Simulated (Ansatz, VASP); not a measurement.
# One calculation of MoS2, two programs

```
Mo S
1.0
     1.54922    0.89444    5.99833
    -1.54922    0.89444    5.99833
     0.00000   -1.78888    5.99833
Mo S
1 2
Direct
  0.00000 0.00000 0.00000
  0.74840 0.74840 0.74840
  0.58490 0.58490 0.58490
```

Change from the starting cell: volume scaled by 0.94, crystal datasets.

Alike in both runs: task electric field gradients; functional PBEsol; k mesh 13 × 13 × 13; occupations fermi-dirac, width 0.05 eV; no spin polarisation.

|  | VASP | Ansatz |
| --- | --- | --- |
| version | VASP 6.6.1 | Ansatz 0.2.0 |
| potentials or method | VASP PAW PBE potentials, release 64 (Mo_sv, S), cutoff 520 eV | all-electron PAW with datasets made for the crystal, scalar-relativistic |

```csv
,VASP,Ansatz,Ansatz less VASP
pressure (GPa),16.1,16.2,+0.07
"traceless stress, the component that is largest in VASP (GPa)",6.09,6.12,+0.026
rms of the force components (eV/Å),1.069,1.073,+0.0034
size of Vzz on the site where it differs most (V/Å²),100.9,97.8,-3.04
```

VASP's potentials were made for PBE, not for PBEsol. Atom by atom the forces differ by 0.003 eV/Å (rms over components). Ansatz ran all-electron here, and VASP with PAW potentials.
